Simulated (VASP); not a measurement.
# Li3B (P6_3/m) in VASP: notebook, part 2 of 2

VASP 6.6.1. Earlier steps stand in the parts before.

**3. Relaxation of cell and atoms, PBE**

This run uses another cell than the first one, of 13.84 Å³/atom.

Input file INCAR:

```
SYSTEM = Li3B
PREC = Accurate
ENCUT = 600
EDIFF = 1E-6
ISMEAR = 0
SIGMA = 0.1
LREAL = .False.
LASPH = .True.
NELM = 60
ALGO = Fast
ISIF = 3
LWAVE = .False.
LCHARG = .False.
GGA = PE
IBRION = 2
NSW = 100
EDIFFG = -0.01
```

Input file KPOINTS:

```
regular mesh
0
Gamma
  6 6 12
  0 0 0
```

Input file POSCAR:

```
Li3B
1.0
    6.2357423521      0.0000000000      0.0000000000
   -3.1178711761      5.4003112884      0.0000000000
    0.0000000000      0.0000000000      3.2881275812
Li B
6 2
Direct
    0.3911270970      0.3111866373      0.2500000000
    0.0799404598      0.3911270970      0.7500000000
    0.6888133627      0.0799404598      0.2500000000
    0.6088729030      0.6888133627      0.7500000000
    0.9200595402      0.6088729030      0.2500000000
    0.3111866373      0.9200595402      0.7500000000
    0.3333333333      0.6666666667      0.2500000000
    0.6666666667      0.3333333333      0.7500000000
```

Potentials or basis: VASP PAW PBE potentials, release 64 (Li_sv, B).

Run with:

```
cat potpaw_PBE.64/Li_sv/POTCAR potpaw_PBE.64/B/POTCAR > POTCAR
mpirun -np 1 vasp_std > vasp.out
```

OUTCAR:

```text
SYSTEM = Li3B
   PREC = Accurate
   ENCUT = 600
   EDIFF = 1E-6
   ISMEAR = 0
   LREAL = .False.
   LASPH = .True.
   NELM = 60
   ISIF = 3
   GGA = PE
   IBRION = 2
   NSW = 100
   EDIFFG = -0.01

 ion  position               nearest neighbor table
   1  0.391  0.311  0.250-   8 2.33   8 2.33
   2  0.080  0.391  0.750-   7 2.33   7 2.33
   3  0.689  0.080  0.250-   8 2.33   8 2.33
   4  0.609  0.689  0.750-   7 2.33   7 2.33
   5  0.920  0.609  0.250-   8 2.33   8 2.33
   6  0.311  0.920  0.750-   7 2.33   7 2.33
   7  0.333  0.667  0.250-   6 2.33   6 2.33   2 2.33   2 2.33   4 2.33   4 2.33
   8  0.667  0.333  0.750-   3 2.33   3 2.33   5 2.33   5 2.33   1 2.33   1 2.33

  LATTYP: Found a hexagonal cell.
 ALAT       =     6.2357423521
 C/A-ratio  =     0.5273033098

  Lattice vectors:

 A1 = (   6.2357423521,   0.0000000000,   0.0000000000)
 A2 = (  -3.1178711761,   5.4003112884,   0.0000000000)
 A3 = (   0.0000000000,   0.0000000000,   3.2881275812)

Analysis of symmetry for initial positions (statically):
=====================================================================
 Subroutine PRICEL returns:
 Original cell was already a primitive cell.

 Routine SETGRP: Setting up the symmetry group for a
[... 188 lines left out ...]

  FORCE on cell =-STRESS in cart. coord.  units (eV):
  Direction    XX          YY          ZZ          XY          YZ          ZX
  --------------------------------------------------------------------------------------
  -------------------------------------------------------------------------------------
  Total       -0.1360245     -0.1360245      0.5725551      0.0000001      0.0000000      0.0000000
  in kB       -1.9682130     -1.9682130      8.2846137      0.0000018      0.0000000      0.0000000
  external PRESSURE =       1.4493959 kB  Pullay stress =       0.0000000 kB
[... 113 lines left out ...]
--------------------------------------- Ionic step        4  -------------------------------------------

 number of electron      23.9999993 magnetization

 E-fermi :   1.2831     XC(G=0):  -8.1368

 val. band max:        1.2784749185   @ k =   0.5000   0.0000   0.1667
 cond. band min:       1.2921522620   @ k =   0.1667   0.1667   0.2500
 fundamental gap:      0.0136773436
 Fermi energy:         1.2831055709

 k-point     1 :       0.0000    0.0000    0.0000
  band No.  band energies     occupation
      1     -44.0576      2.00000
      2     -44.0198      2.00000
      3     -44.0198      2.00000
      4     -44.0060      2.00000
      5     -44.0060      2.00000
      6     -43.9924      2.00000
[... 680 lines left out ...]
--------------------------------------- Ionic step        9  -------------------------------------------

 number of electron      23.9999994 magnetization

 Free energy of the ion-electron system (eV)
  ---------------------------------------------------
  ext. energy  EPLUGINS =         0.00000000
  ---------------------------------------------------
  free energy    TOTEN  =       -21.70504671 eV

  energy without entropy =      -21.68607207  energy(sigma->0) =      -21.69555939

 E-fermi :   1.3511     XC(G=0):  -8.1967

 val. band max:        1.3485250341   @ k =   0.5000   0.0000   0.0833
 cond. band min:       1.3658111791   @ k =   0.3333   0.0000   0.3333
 fundamental gap:      0.0172861451
 Fermi energy:         1.3510583833

 k-point     1 :       0.0000    0.0000    0.0000
  band No.  band energies     occupation
      1     -43.9787      2.00000
      2     -43.9366      2.00000
      3     -43.9366      2.00000
      4     -43.9275      2.00000
      5     -43.9275      2.00000
      6     -43.9132      2.00000
[... 506 lines left out ...]
  FREE ENERGIE OF THE ION-ELECTRON SYSTEM (eV)
  ---------------------------------------------------
  free  energy   TOTEN  =       -21.7050467097 eV

  energy  without entropy=      -21.6860720674  energy(sigma->0) =      -21.69555939

 reached required accuracy - stopping structural energy minimisation
```

CONTCAR:

```text
Li3B
   1.00000000000000
     6.1127413104472650   -0.0000000931380966    0.0000000000000000
    -3.0563705746107375    5.2937893082042535   -0.0000000000000000
     0.0000000000000000   -0.0000000000000000    3.4274193859423558
  Li              B
     6     2
Direct
     0.3908088399581532    0.3077148062253729    0.2500000000000000
     0.0830940338327748    0.3908088399581534    0.7500000000000000
     0.6922851937746271    0.0830940338327750    0.2500000000000000
     0.6091911600418468    0.6922851937746269    0.7500000000000000
     0.9169059661672253    0.6091911600418467    0.2500000000000000
     0.3077148062253730    0.9169059661672252    0.7500000000000000
     0.3333333332999970    0.6666666667000030    0.2500000000000000
     0.6666666667000030    0.3333333332999970    0.7500000000000000

  0.00000000E+00  0.00000000E+00  0.00000000E+00
  0.00000000E+00  0.00000000E+00  0.00000000E+00
  0.00000000E+00  0.00000000E+00  0.00000000E+00
  0.00000000E+00  0.00000000E+00  0.00000000E+00
  0.00000000E+00  0.00000000E+00  0.00000000E+00
  0.00000000E+00  0.00000000E+00  0.00000000E+00
  0.00000000E+00  0.00000000E+00  0.00000000E+00
  0.00000000E+00  0.00000000E+00  0.00000000E+00
```

Run time: 32 min. Hardware: 1 thread of Oxide Virtual Turin-like, shared host; peak memory 0.29 GiB.

What came out:

```
Free energy                           : -21.7050 eV
Relaxed volume                        : 13.86 Å³/atom
Relaxed cell                          : a = 6.113 Å, b = 6.113 Å, c = 3.427 Å, α = 90.00°, β = 90.00°, γ = 120.00°
Space group after relaxing (to 0.1 Å) : P6_3/m (No. 176)
Energy gained by relaxing             : 2.0 meV/atom
Ionic steps                           : 9
Pressure after relaxing               : -0.1 GPa
Largest force after relaxing          : 0.006 eV/Å
Band gap on the k mesh                : zero (bands 12 and 13 overlap by 0.99 eV)
```

Forces on the atoms (eV/Å):
```
Li  -0.005  0.004  0.000
Li  -0.006 -0.003  0.000
Li  -0.001 -0.006  0.000
Li   0.005 -0.004  0.000
Li   0.006  0.003  0.000
Li   0.001  0.006  0.000
B    0.000  0.000  0.000
B    0.000  0.000  0.000
```

Step by step:
```
step  energy change (eV)  largest force (eV/Å)  pressure (GPa)  volume (Å³)
   1              0.0000                0.0175            0.14       110.73
   2             -0.0023                0.0145            0.09       110.93
   3             -0.0075                0.0133           -0.04       111.52
   4             -0.0112                0.0335           -0.30       112.68
   5             -0.0131                0.0412           -0.07       111.82
   6             -0.0133                0.0471            0.04       111.45
   7             -0.0150                0.0294            0.01       111.25
   8             -0.0157                0.0178           -0.07       110.74
   9             -0.0161                0.0065           -0.05       110.91
```

Final structure:
```yaml
crystal:
  lattice:
    - [6.11274, 0.00000, 0.00000]
    - [-3.05637, 5.29379, 0.00000]
    - [0.00000, 0.00000, 3.42742]
  atoms:
    - { symbol: Li, position: [0.39081, 0.30771, 0.25000] }
    - { symbol: Li, position: [0.08309, 0.39081, 0.75000] }
    - { symbol: Li, position: [0.69229, 0.08309, 0.25000] }
    - { symbol: Li, position: [0.60919, 0.69229, 0.75000] }
    - { symbol: Li, position: [0.91691, 0.60919, 0.25000] }
    - { symbol: Li, position: [0.30771, 0.91691, 0.75000] }
    - { symbol: B, position: [0.33333, 0.66667, 0.25000] }
    - { symbol: B, position: [0.66667, 0.33333, 0.75000] }
```

Levels at points of the mesh, in eV from the Fermi level:
```csv
k point,band 10,band 11,band 12,band 13,band 14,band 15
"(0.00, 0.00, 0.00)",-1.73,-0.45,-0.36,-0.36,1.27,2.68
"(0.50, 0.00, 0.00)",-2.00,-0.03,0.34,1.19,1.69,2.14
"(0.00, 0.00, 0.50)",-1.66,-0.54,-0.54,-0.54,-0.54,2.48
"(0.50, 0.00, 0.50)",-2.13,-0.71,-0.71,0.02,0.02,2.82
```

Caveat: the cutoff is under 1.25 times the usual one of these potentials, so pressure, stress and relaxed cells hold a basis-set (Pulay) error.
